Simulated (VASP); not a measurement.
# Se (P3_121) in VASP: notebook

The runs below take Se through single point, relaxation of volume and atoms at fixed shape, with r2SCAN.

All numbers are computed with VASP 6.6.1; they aren't measurements. Logs are shortened: lines on timing, memory, paths and dates and some standing lists are left out, and cuts for length are marked.

**1. The cell of the first run**

Symmetry: P3_121, No. 152, trigonal system. Conventional cell: a = 4.440 Å, b = 4.440 Å, c = 5.037 Å, α = 90.00°, β = 90.00°, γ = 120.00°. Within 3.1 Å of Se (site symmetry 2) lie 2 Se at 2.38 Å.

**2. Single point, r2SCAN**

POSCAR

```
Se
1.0
    4.4395775173      0.0000000000      0.0000000000
   -2.2197887587      3.8447869121      0.0000000000
    0.0000000000      0.0000000000      5.0368493273
Se
3
Direct
    0.2196705777      0.0000000000      0.3333333333
    0.0000000000      0.2196705777      0.6666666667
    0.7803294223      0.7803294223      0.0000000000
```

INCAR.step1

```
ALGO = Normal
EDIFF = 1E-4
ENCUT = 520
GGA = PE
ISMEAR = -1
LASPH = T
LCHARG = F
LREAL = F
LWAVE = T
NBANDS = 16
NELM = 100
PREC = Accurate
SIGMA = 0.02
```

INCAR.step2

```
ALGO = Normal
EDIFF = 1E-6
ENCUT = 520
ISIF = 2
ISMEAR = -1
ISTART = 1
LASPH = T
LCHARG = F
LMIXTAU = T
LREAL = F
LWAVE = F
METAGGA = R2SCAN
NBANDS = 16
NELM = 100
PREC = Accurate
SIGMA = 0.02
```

KPOINTS

```
k-points
0
Gamma
  5 5 4
```

Potentials or basis: VASP PAW PBE potentials, release 64 (Se).

Launch:

```sh
$ cat potpaw_PBE.64/Se/POTCAR > POTCAR
$ cp INCAR.step1 INCAR
$ mpirun -np 1 vasp_std > vasp.out
$ cp INCAR.step2 INCAR
$ mpirun -np 1 vasp_std > vasp.out
```

OUTCAR:

```text
EDIFF = 1E-6
   ENCUT = 520
   ISIF = 2
   ISMEAR = -1
   ISTART = 1
   LASPH = T
   LREAL = F
   METAGGA = R2SCAN
   NELM = 100
   PREC = Accurate

 ion  position               nearest neighbor table
   1  0.220  0.000  0.333-   3 2.38   2 2.38
   2  0.000  0.220  0.667-   3 2.38   1 2.38
   3  0.780  0.780  0.000-   1 2.38   2 2.38

  LATTYP: Found a hexagonal cell.
 ALAT       =     4.4395775173
 C/A-ratio  =     1.1345334793

  Lattice vectors:

 A1 = (   4.4395775173,   0.0000000000,   0.0000000000)
 A2 = (  -2.2197887587,   3.8447869121,   0.0000000000)
 A3 = (   0.0000000000,   0.0000000000,   5.0368493273)

Analysis of symmetry for initial positions (statically):
=====================================================================
 Subroutine PRICEL returns:
 Original cell was already a primitive cell.

 Routine SETGRP: Setting up the symmetry group for a
 hexagonal supercell.

 Subroutine GETGRP returns: Found  6 space group operations
 (whereof  2 operations were pure point group operations)
 out of a pool of 24 trial point group operations.

The static configuration has the point symmetry C_2 .
 The point group associated with its full space group is D_3 .

Analysis of symmetry for dynamics (positions and initial velocities):
=====================================================================
 Subroutine PRICEL returns:
 Original cell was already a primitive cell.

 Routine SETGRP: Setting up the symmetry group for a
 hexagonal supercell.

 Subroutine GETGRP returns: Found  6 space group operations
 (whereof  2 operations were pure point group operations)
 out of a pool of 24 trial point group operations.

The dynamic configuration has the point symmetry C_2 .
 The point group associated with its full space group is D_3 .

 Subroutine INISYM returns: Found  6 space group operations
 (whereof  2 operations are pure point group operations),
 and found     1 'primitive' translations

----------------------------------------------------------------------------------------

                                     Primitive cell

  volume of cell :      85.9751

  direct lattice vectors                    reciprocal lattice vectors
     4.439577517  0.000000000  0.000000000     0.225246658  0.130046219  0.000000000
    -2.219788759  3.844786912  0.000000000     0.000000000  0.260092438  0.000000000
     0.000000000  0.000000000  5.036849327     0.000000000  0.000000000  0.198536810

  length of vectors
     4.439577517  4.439577517  5.036849327     0.260092438  0.260092438  0.198536810

  position of ions in fractional coordinates (direct lattice)
     0.219670578  0.000000000  0.333333333
     0.000000000  0.219670578  0.666666667
     0.780329422  0.780329422  0.000000000

  ion indices of the primitive-cell ions
   primitive index   ion index
                 1           1
                 2           2
                 3           3

----------------------------------------------------------------------------------------

 KPOINTS: k-points

Automatic generation of k-mesh.
 Grid dimensions read from file:
 generate k-points for:    5    5    4

 Generating k-lattice:

  Cartesian coordinates                     Fractional coordinates (reciprocal lattice)
     0.045049332  0.026009244  0.000000000     0.200000000  0.000000000  0.000000000
     0.000000000  0.052018488  0.000000000     0.000000000  0.200000000  0.000000000
     0.000000000  0.000000000  0.049634203     0.000000000  0.000000000  0.250000000

  Length of vectors
     0.052018488  0.052018488  0.049634203

  Shift w.r.t. Gamma in fractional coordinates (k-lattice)
     0.000000000  0.000000000  0.000000000

 Subroutine IBZKPT returns following result:
 ===========================================

 Found     17 irreducible k-points:

 Following reciprocal coordinates:
            Coordinates               Weight
  0.000000  0.000000  0.000000      1.000000
  0.200000  0.000000  0.000000      6.000000
  0.400000 -0.000000  0.000000      6.000000
  0.200000  0.200000  0.000000      6.000000
  0.400000  0.200000  0.000000      6.000000
  0.000000  0.000000  0.250000      2.000000
[... 9 lines left out ...]
  0.200000  0.200000  0.500000      6.000000
  0.400000  0.200000  0.500000      6.000000
   k-points           NKPTS =     17   k-points in BZ     NKDIM =     17   number of bands    NBANDS=     16
   number of dos      NEDOS =    301   number of ions     NIONS =      3
   total plane-waves  NPLWV =  51840
   dimension x,y,z NGX =    36 NGY =   36 NGZ =   40
   dimension x,y,z NGXF=    72 NGYF=   72 NGZF=   80
   ions per type =               3
   NGX,Y,Z   is equivalent  to a cutoff of  13.48, 13.48, 13.20 a.u.
   NGXF,Y,Z  is equivalent  to a cutoff of  26.96, 26.96, 26.40 a.u.
 SYSTEM =  unknown system
   PREC   = accura    normal or accurate (medium, high low for compatibility)
   ISTART =      1    job   : 0-new  1-cont  2-samecut
   ICHARG =      0    charge: 1-file 2-atom 10-const
   ISPIN  =      1    spin polarized calculation?
   LNONCOLLINEAR =      F non collinear calculations
   LSORBIT =      F    spin-orbit coupling
   LASPH  =      T    aspherical Exc in radial PAW
   ENCUT  =  520.0 eV  38.22 Ry    6.18 a.u.   8.25  8.25  9.37*2*pi/ulx,y,z
   NELM   =    100;   NELMIN=  2; NELMDL=  0     # of ELM steps
   EDIFF  = 0.1E-05   stopping-criterion for ELM
   LREAL  =      F    real-space projection
   EDIFFG = 0.1E-04   stopping-criterion for IOM
   NSW    =      0    number of steps for IOM
   IBRION =     -1    ionic relax: 0-MD 1-quasi-New 2-CG
   NFREE  =      0    steps in history (QN), initial steepest desc. (CG)
   ISIF   =      2    stress and relaxation
   ISYM   =      2    0-nonsym 1-usesym 2-fastsym
   POTIM  = 0.5000    time-step for ionic-motion
   TEBEG  =    0.0;   TEEND  =   0.0 temperature during run
   PSTRESS=    0.0 pullay stress
   NELECT =      18.0000    total number of electrons
   NUPDOWN=      -1.0000    fix difference up-down
   EMIN   =  10.00;   EMAX   =-10.00  energy-range for DOS
   EFERMI =   0.00;   METHOD = LEGACY
   ISMEAR =    -1;   SIGMA  =   0.02  broadening in eV -4-tet -1-fermi 0-gaus
   EFERMI_NEDOS =   21; number of points for ismear=-14 and -15
   IALGO  =     38    algorithm
   IMIX   =      4    mixing-type and parameters
     AMIX     =   0.40;   BMIX     =  1.00
     AMIX_MAG =   1.60;   BMIX_MAG =  1.00
  volume/ion in A,a.u.               =      28.66       193.40
  Fermi-wavevector in a.u.,A,eV,Ry     =   0.972094  1.836990 12.857040  0.944966
  Thomas-Fermi vector in A             =   2.102364
   LORBIT       =      0    0 simple, 1 ext, 2 COOP (PROOUT), +10 PAW based schemes
   METAGGA = R2SCAN    functional components
   LHFCALC =     F    Hartree Fock is set to
   AEXX    =    0.0000 exact exchange contribution
   IVDW    =     0    specifies the selected vdW correction
   LEPSILON=     F    determine dielectric tensor
   LRPA    =     F    only Hartree local field effects (RPA)
 non-spin polarized calculation
  energy-cutoff  :      520.00
  volume of cell :       85.98
 maximum number of plane-waves:      2332
 NGX is ok and might be reduce to    36
   NGX = 17   NGY = 17   NGZ = 19

 number of electron      17.9999998 magnetization

 Free energy of the ion-electron system (eV)
  ---------------------------------------------------
  ext. energy  EPLUGINS =         0.00000000
  ---------------------------------------------------
  free energy    TOTEN  =       -42.92471568 eV

  energy without entropy =      -42.92471568  energy(sigma->0) =      -42.92471568

 E-fermi :   2.3276     XC(G=0):  -9.0299

 val. band max:        1.8721646080   @ k =   0.4000   0.2000   0.5000
 cond. band min:       3.3384757970   @ k =   0.4000   0.2000   0.5000
 fundamental gap:      1.4663111890
 Fermi energy:         2.3275929498

 k-point     1 :       0.0000    0.0000    0.0000
  band No.  band energies     occupation
      1     -14.3332      2.00000
      2     -10.1538      2.00000
      3     -10.1538      2.00000
      4      -2.0196      2.00000
      5      -2.0196      2.00000
      6      -1.7318      2.00000
[... 8 lines left out ...]
     15       8.9086      0.00000
     16      10.8617      0.00000

 k-point     2 :       0.2000    0.0000    0.0000
  band No.  band energies     occupation
      1     -14.2030      2.00000
      2     -10.2762      2.00000
      3     -10.1408      2.00000
      4      -2.7281      2.00000
      5      -2.3703      2.00000
      6      -1.5873      2.00000
[... 8 lines left out ...]
     15       9.9911      0.00000
     16      10.9805      0.00000

 k-point     3 :       0.4000   -0.0000    0.0000
  band No.  band energies     occupation
      1     -13.9624      2.00000
      2     -10.5277      2.00000
      3     -10.1187      2.00000
      4      -3.1916      2.00000
      5      -2.7436      2.00000
      6      -1.5092      2.00000
[... 8 lines left out ...]
     15      11.5583      0.00000
     16      12.3358      0.00000

 k-point     4 :       0.2000    0.2000    0.0000
  band No.  band energies     occupation
      1     -14.0130      2.00000
      2     -10.4159      2.00000
      3     -10.1838      2.00000
      4      -3.0371      2.00000
      5      -2.8346      2.00000
      6      -1.3914      2.00000
[... 8 lines left out ...]
     15      10.7653      0.00000
     16      11.8002      0.00000
[... 191 lines left out ...]
 k-point    15 :       0.4000   -0.0000    0.5000
  band No.  band energies     occupation
      1     -12.9351      2.00000
      2     -12.8208      2.00000
      3      -8.7028      2.00000
      4      -3.8825      2.00000
      5      -2.4656      2.00000
      6      -2.2436      2.00000
[... 8 lines left out ...]
     15      10.9127      0.00000
     16      11.4258      0.00000

 k-point    16 :       0.2000    0.2000    0.5000
  band No.  band energies     occupation
      1     -12.9488      2.00000
      2     -12.8825      2.00000
      3      -8.5910      2.00000
      4      -3.7077      2.00000
      5      -2.4891      2.00000
      6      -2.3786      2.00000
[... 8 lines left out ...]
     15      10.5339      0.00000
     16      11.3131      0.00000

 k-point    17 :       0.4000    0.2000    0.5000
  band No.  band energies     occupation
      1     -12.8560      2.00000
      2     -12.7816      2.00000
      3      -8.8394      2.00000
      4      -3.9072      2.00000
      5      -2.8101      2.00000
      6      -2.7142      2.00000
[... 8 lines left out ...]
     15      11.1295      0.00000
     16      11.3609      0.00000

------------------------ aborting loop because EDIFF is reached ----------------------------------------

  FORCE on cell =-STRESS in cart. coord.  units (eV):
  Direction    XX          YY          ZZ          XY          YZ          ZX
  --------------------------------------------------------------------------------------
  -------------------------------------------------------------------------------------
  Total        0.0387760      0.0387760     -0.2282226     -0.0000000      0.0000000      0.0000000
  in kB        0.7226049      0.7226049     -4.2530096     -0.0000000      0.0000000      0.0000000
  external PRESSURE =      -0.9359332 kB  Pullay stress =       0.0000000 kB

 VOLUME and BASIS-vectors are now :
 -----------------------------------------------------------------------------
  energy-cutoff  :      520.00
  volume of cell :       85.98
      direct lattice vectors                 reciprocal lattice vectors
     4.439577517  0.000000000  0.000000000     0.225246658  0.130046219  0.000000000
    -2.219788759  3.844786912  0.000000000     0.000000000  0.260092438  0.000000000
     0.000000000  0.000000000  5.036849327     0.000000000  0.000000000  0.198536810

 POSITION                                       TOTAL-FORCE (eV/Angst)
 -----------------------------------------------------------------------------------
      0.97524      0.00000      1.67895        -0.016758     -0.000000      0.000000
     -0.48762      0.84459      3.35790         0.008379     -0.014513     -0.000000
      1.73217      3.00020      0.00000         0.008379      0.014513     -0.000000
 -----------------------------------------------------------------------------------
    total drift:                                0.000001      0.000001     -0.000000

  FREE ENERGIE OF THE ION-ELECTRON SYSTEM (eV)
  ---------------------------------------------------
  free  energy   TOTEN  =       -42.9247156783 eV

  energy  without entropy=      -42.9247156783  energy(sigma->0) =      -42.92471568
```

It took 2.7 min on 1 thread of Intel Xeon 8259CL, shared host; peak memory 0.23 GiB.

What came out:

| Quantity | Value |
| --- | --- |
| Free energy | -42.9247 eV |
| Pressure | -0.1 GPa |
| Largest force | 0.017 eV/Å |
| Band gap on the k mesh | 1.47 eV |

Forces on the atoms (eV/Å):
```
Se  -0.017  0.000  0.000
Se   0.008 -0.015  0.000
Se   0.008  0.015  0.000
```

Levels at points of the mesh, in eV from the valence-band top:
| k point | band 6 | band 7 | band 8 | band 9 | band 10 | band 11 | band 12 | band 13 |
| --- | --- | --- | --- | --- | --- | --- | --- | --- |
| (0.00, 0.00, 0.00) | -3.60 | -2.00 | -2.00 | -0.35 | 2.20 | 2.20 | 2.61 | 6.61 |
| (0.00, 0.00, 0.50) | -3.37 | -1.40 | -1.40 | -1.11 | 1.51 | 1.67 | 1.67 | 6.93 |

Caveat: the PAW data sets were made with another functional, which shifts forces and pressure a little.

**3. Relaxation of volume and atoms at fixed shape, r2SCAN**

This run uses another cell than the first one, of 27.26 Å³/atom.

POSCAR

```
Se
1.0
    4.3662000000      0.0000000000      0.0000000000
   -2.1831000000      3.7812400000      0.0000000000
    0.0000000000      0.0000000000      4.9536000000
Se
3
Direct
    0.2254000000      0.0000000000      0.3333333333
    0.0000000000      0.2254000000      0.6666666667
    0.7746000000      0.7746000000      0.0000000000
```

INCAR.step1

```
PREC = Accurate
ENCUT = 600
ISMEAR = -1
SIGMA = 0.02
LREAL = F
LASPH = T
NELM = 60
GGA = PE
ALGO = Normal
EDIFF = 1E-4
LWAVE = T
LCHARG = F
```

INCAR.step2

```
PREC = Accurate
ENCUT = 600
EDIFF = 1E-6
ISMEAR = -1
SIGMA = 0.02
LREAL = F
LASPH = T
NELM = 60
ALGO = Normal
ISIF = 8
LWAVE = F
LCHARG = F
METAGGA = R2SCAN
LMIXTAU = T
IBRION = 2
NSW = 80
EDIFFG = -0.03
ISTART = 1
```

KPOINTS

```
regular mesh
0
Gamma
  5 5 4
```

Potentials or basis: VASP PAW PBE potentials, release 64 (Se).

Launch:

```sh
$ cat potpaw_PBE.64/Se/POTCAR > POTCAR
$ cp INCAR.step1 INCAR
$ mpirun -np 1 vasp_std > vasp.out
$ cp INCAR.step2 INCAR
$ mpirun -np 1 vasp_std > vasp.out
```

Run time: 13 min. Hardware: 1 thread of Intel Xeon 8259CL, shared host; peak memory 0.25 GiB.

Results (log left out):

* Free energy: -42.9258 eV
* Relaxed volume: 28.56 Å³/atom
* Relaxed cell: a = 4.435 Å, b = 4.435 Å, c = 5.031 Å, α = 90.00°, β = 90.00°, γ = 120.00°
* Space group after relaxing (to 0.1 Å): P3_121 (No. 152)
* Energy gained by relaxing: 4.5 meV/atom
* Ionic steps: 7
* Pressure after relaxing: 0.1 GPa
* Largest force after relaxing: 0.013 eV/Å
* Band gap on the k mesh: 1.47 eV

Forces in eV/Å, atoms in the order of the input:
```
Se   0.013  0.000  0.000
Se  -0.007  0.012  0.000
Se  -0.007 -0.012  0.000
```

Stress tensor (GPa, compression positive):
```
 0.20  0.00  0.00
 0.00  0.20  0.00
 0.00  0.00 -0.19
```

Step by step:
```csv
step,energy change (eV),largest force (eV/Å),pressure (GPa),volume (Å³)
1,0.0000,0.0586,1.32,81.78
2,-0.0037,0.2948,-0.68,84.46
3,-0.0065,0.1583,0.05,83.38
4,-0.0095,0.1191,0.07,83.94
5,-0.0124,0.0590,0.06,84.76
6,-0.0129,0.0721,0.08,86.42
7,-0.0136,0.0133,0.07,85.68
```

Final structure:
```
Se
1.0
     4.43453    0.00000    0.00000
    -2.21726    3.84041    0.00000
     0.00000    0.00000    5.03112
Se
3
Cartesian
  0.9744 0.0000 1.6770
  -0.4872 0.8438 3.3541
  1.7301 2.9966 0.0000
```

Levels at points of the mesh, in eV from the valence-band top:
```csv
k point,band 6,band 7,band 8,band 9,band 10,band 11,band 12,band 13
"(0.00, 0.00, 0.00)",-3.62,-2.01,-2.01,-0.36,2.21,2.21,2.61,6.61
"(0.00, 0.00, 0.50)",-3.38,-1.41,-1.41,-1.12,1.51,1.67,1.67,6.92
```

Caveat: the PAW data sets were made with another functional, which shifts forces and pressure a little. Zero-point motion and thermal expansion aren't in these numbers.
